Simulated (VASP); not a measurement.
Mg, 4 atoms in the cell. It takes space group P6_3/mmc (No. 194, hexagonal). Conventional cell: a = 3.316 Å, b = 3.316 Å, c = 10.786 Å, α = 90.00°, β = 90.00°, γ = 120.00°. Mg (site symmetry -3m) has 12 Mg at 3.31 to 3.32 Å within 4.3 Å. Within 4.3 Å of Mg (site symmetry -6m2) lie 12 Mg at 3.31 to 3.32 Å. 

- Program: VASP 6.6.1
- Task: single point
- Functional: RPBE
- Potentials or basis: VASP PAW PBE potentials, release 64 (Mg)
- Cutoff: 520 eV
- k mesh: 13 × 13 × 4
- Occupations: fermi-dirac, width 0.1 eV
- Spin: no spin polarisation
- Dipole correction: no
- Further INCAR settings: ALGO = Normal; EDIFF = 1e-06; NBANDS = 12

Potentials or basis: VASP PAW PBE potentials, release 64 (Mg).

Launch:

```sh
$ cat potpaw_PBE.64/Mg/POTCAR > POTCAR
$ mpirun -np 1 vasp_std > vasp.out
```

Hardware: 1 thread of AMD EPYC 9R45 96-Core Processor (Zen 5), on a shared host.

Q: Estimate the wall time of this run.

A: Wall time 39 s on 1 thread of AMD EPYC 9R45 96-Core Processor (Zen 5), on a shared host, peak memory 0.23 GiB. Counts: scf iterations 10, k points 63.
